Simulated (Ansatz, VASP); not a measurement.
**Si2C3 in VASP and in Ansatz**

Contents of INCAR:

```
SYSTEM = Si2C3
PREC = Accurate ; ENCUT = 600
EDIFF = 1E-6 ; ISMEAR = 0
SIGMA = 0.1 ; LREAL = .FALSE.
LASPH = .TRUE. ; NELM = 80
ALGO = Normal ; ISIF = 3
LWAVE = .FALSE. ; LCHARG = .FALSE.
GGA = PE ; IBRION = 2
NSW = 90 ; EDIFFG = -0.04
```

KPOINTS

```
Automatic mesh
0
G
  6 6 1
  0 0 0
```

POSCAR

```
Si2C3
1.0
    2.7091322400      0.0000000000      0.0000000000
   -1.3545661200      2.3461773400      0.0000000000
    0.0000000000      0.0000000000     21.6593114300
Si C
4 6
Direct
    0.3333333300      0.6666666700      0.0000000000
    0.3333333300      0.6666666700      0.4000000000
    0.3333333300      0.6666666700      0.6000000000
    0.6666666700      0.3333333300      0.5000000000
    0.3333333300      0.6666666700      0.2000000000
    0.3333333300      0.6666666700      0.8000000000
    0.6666666700      0.3333333300      0.1000000000
    0.6666666700      0.3333333300      0.3000000000
    0.6666666700      0.3333333300      0.7000000000
    0.6666666700      0.3333333300      0.9000000000
```

Input for Ansatz:

```yaml
crystal:
  lattice:
    - [2.70913224, 0.0, 0.0]
    - [-1.35456612, 2.34617734, 0.0]
    - [0.0, 0.0, 21.65931143]
  atoms:
    - { symbol: Si, position: [0.33333333, 0.66666667, 0.0] }
    - { symbol: Si, position: [0.33333333, 0.66666667, 0.4] }
    - { symbol: Si, position: [0.33333333, 0.66666667, 0.6] }
    - { symbol: Si, position: [0.66666667, 0.33333333, 0.5] }
    - { symbol: C, position: [0.33333333, 0.66666667, 0.2] }
    - { symbol: C, position: [0.33333333, 0.66666667, 0.8] }
    - { symbol: C, position: [0.66666667, 0.33333333, 0.1] }
    - { symbol: C, position: [0.66666667, 0.33333333, 0.3] }
    - { symbol: C, position: [0.66666667, 0.33333333, 0.7] }
    - { symbol: C, position: [0.66666667, 0.33333333, 0.9] }
basis:
  ecutwfc: 420
kpoints:
  mp_grid: { grid: [6, 6, 1] }
hamiltonian:
  xc: pbe
scf:
  occupations: { method: gaussian, width: 0.1 }
  lower_state_search: "off"
output:
  forces: true
  stress: true
  eigenvalues: true
relax:
  adjacent_minimum: "off"
  f_tol: 0.04
  max_steps: 70
  cell: { stress_tol: 0.4 }
```

Alike in both runs: task relaxation of cell and atoms; functional PBE; k mesh 6 × 6 × 1; occupations gaussian, width 0.1 eV; no spin polarisation.

```csv
,VASP,Ansatz
version,VASP 6.6.1,Ansatz 0.2.0
potentials or method,"VASP PAW PBE potentials, release 64 (Si, C), cutoff 600 eV","scalar-relativistic, plane waves, PAW"
valence electrons in the cell,40,40
```

Ansatz gave:

```
gap on the k mesh at the Fermi level, each at its own relaxed structure (eV) : none
relaxed volume (Å³/atom)                                                     : 9.31
relaxed cell length with the largest relative difference (Å)                 : 13.978
```

**Question.** Which values does VASP return?

**Answer.** gap on the k mesh at the Fermi level, each at its own relaxed structure (eV): none; relaxed volume (Å³/atom): 9.84; relaxed cell length with the largest relative difference (Å): 14.798.

A gap of «none» marks a metal or a gap that the smearing closes. One of these differences is far larger than is usual between the two programs; its cause wasn't traced.

The k mesh is coarse, so the values compare programs but aren't converged. Noted on VASP's run: the volume moved by over 15 % at a fixed basis, so the end points are rough.
